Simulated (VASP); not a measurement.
## BN (Qingsongite): relaxation of cell and atoms with LDA

The system is BN (Qingsongite).

```
CELL_PARAMETERS angstrom
0.00000 1.80750 1.80750
1.80750 0.00000 1.80750
1.80750 1.80750 0.00000
ATOMIC_POSITIONS crystal
B 0.00000 0.00000 0.00000
N 0.25000 0.25000 0.25000
```

- Program: VASP 6.6.1
- Task: relaxation of cell and atoms
- Functional: LDA
- Potentials or basis: VASP PAW LDA potentials, release 64 (B, N)
- Cutoff: 600 eV
- k mesh: 8 × 8 × 8
- Occupations: gaussian, width 0.01 eV
- Spin: no spin polarisation
- Dipole correction: no
- Further INCAR settings: ALGO = Normal; EDIFF = 1e-06; IBRION = 2; EDIFFG = -0.05; NSW = 80; ISIF = 3

```json
{
  "Relaxed volume": "5.75 Å³/atom",
  "Relaxed cell": "a = 2.533 Å, b = 2.533 Å, c = 2.533 Å, α = 60.00°, β = 60.00°, γ = 60.00°",
  "Space group after relaxing (to 0.05 Å)": "F-43m (No. 216)",
  "Energy gained by relaxing": "5.2 meV/atom",
  "Ionic steps": "3",
  "Pressure after relaxing": "-0.1 GPa",
  "Band gap on the k mesh": "4.38 eV, indirect (least direct gap 8.81 eV)"
}
```

The path:
| step | energy change (eV) | largest force (eV/Å) | pressure (GPa) | volume (Å³) |
| --- | --- | --- | --- | --- |
| 1 | 0.0000 | 0.0000 | -10.29 | 11.81 |
| 2 | 0.0014 | 0.0000 | 12.01 | 11.17 |
| 3 | -0.0104 | 0.0000 | -0.06 | 11.50 |

Final structure:
```yaml
crystal:
  lattice:
    - [0.00000, 1.79137, 1.79137]
    - [1.79137, 0.00000, 1.79137]
    - [1.79137, 1.79137, 0.00000]
  atoms:
    - { symbol: B, position: [0.00000, 0.00000, 0.00000] }
    - { symbol: N, position: [0.25000, 0.25000, 0.25000] }
```

Levels at points of the mesh, in eV from the valence-band top:
```
           k point  band 2  band 3  band 4  band 5  band 6  band 7
(0.00, 0.00, 0.00)    0.00    0.00    0.00    8.81    8.81    8.81
(0.50, 0.00, 0.00)  -10.96   -2.00   -2.00   10.56   10.71   10.71
(0.50, 0.50, 0.00)   -9.06   -5.06   -5.06    4.38    9.30   18.11
```

Wall time 10 s on 1 thread of Intel Xeon 8259CL, with other jobs on the host, peak memory 0.11 GiB.

A k mesh can miss the band edges. Zero-point motion and thermal expansion aren't in these numbers.
